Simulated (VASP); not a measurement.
Set up this calculation in VASP 6.6.1, as the native input.

```yaml
Task: relaxation of cell and atoms
Functional: r2SCAN
Potentials_or_basis: VASP PAW PBE potentials, release 64 (Ba_sv, Ti_sv, O)
Cutoff: 600 eV
k_mesh: 8 × 8 × 8
Occupations: gaussian, width 0.02 eV
Spin: no spin polarisation
Target_pressure: 25 GPa
Dipole_correction: no
Further_INCAR_settings: ALGO = Normal; EDIFF = 1e-06; IBRION = 2; EDIFFG = -0.008; NSW = 70; ISIF = 3
```

The system is BaTiO3.

```
CELL_PARAMETERS angstrom
3.84748 0.00000 0.00000
0.00000 3.84748 0.00000
0.00000 0.00000 3.84748
ATOMIC_POSITIONS crystal
Ba 0.50000 0.50000 0.50000
Ti 0.00000 0.00000 0.00000
O 0.50000 0.00000 0.00000
O 0.00000 0.50000 0.00000
O 0.00000 0.00000 0.50000
```

One way to write it, as run:

POSCAR

```
BaTiO3
1.0
    3.8474823535      0.0000000000      0.0000000000
    0.0000000000      3.8474823535      0.0000000000
    0.0000000000      0.0000000000      3.8474823535
Ba Ti O
1 1 3
Direct
    0.5000000000      0.5000000000      0.5000000000
    0.0000000000      0.0000000000      0.0000000000
    0.5000000000      0.0000000000      0.0000000000
    0.0000000000      0.5000000000      0.0000000000
    0.0000000000      0.0000000000      0.5000000000
```

INCAR.step1

```
PREC = Accurate
ENCUT = 600
ISMEAR = 0
SIGMA = 0.02
LREAL = False
LASPH = True
NELM = 100
GGA = PE
ALGO = Normal
EDIFF = 1E-4
LWAVE = True
LCHARG = False
```

INCAR.step2

```
PREC = Accurate
ENCUT = 600
EDIFF = 1E-6
ISMEAR = 0
SIGMA = 0.02
LREAL = False
LASPH = True
NELM = 100
ALGO = Normal
ISIF = 3
LWAVE = False
LCHARG = False
METAGGA = R2SCAN
LMIXTAU = True
IBRION = 2
NSW = 70
EDIFFG = -0.008
PSTRESS = 250.0
ISTART = 1
```

KPOINTS

```
regular mesh
0
Gamma
  8 8 8
```

Potentials or basis: VASP PAW PBE potentials, release 64 (Ba_sv, Ti_sv, O).

The run is started by

```sh
$ cat potpaw_PBE.64/Ba_sv/POTCAR potpaw_PBE.64/Ti_sv/POTCAR potpaw_PBE.64/O/POTCAR > POTCAR
$ cp INCAR.step1 INCAR
$ mpirun -np 1 vasp_std > vasp.out
$ cp INCAR.step2 INCAR
$ mpirun -np 1 vasp_std > vasp.out
```

Results of the run:

* Relaxed volume: 11.54 Å³/atom
* Relaxed cell: a = 3.865 Å, b = 3.865 Å, c = 3.865 Å, α = 90.00°, β = 90.00°, γ = 90.00°
* Space group after relaxing (to 0.1 Å): Pm-3m (No. 221)
* Energy change on relaxing (the run minimises the enthalpy): -25.8 meV/atom
* Ionic steps: 3
* Pressure after relaxing: 25.0 GPa
* Band gap on the k mesh: 2.38 eV (least direct gap 2.41 eV)

Caveat: the cell is relaxed towards a set pressure, so the run minimises the enthalpy, not the energy; the PAW data sets were made with another functional, which shifts forces and pressure a little; spin-orbit coupling is left out, which moves the levels of the heavy elements.

It took 9.6 min on 1 thread of AMD EPYC 7R43 64-Core Processor (Zen 3), on a shared host, peak memory 0.19 GiB.
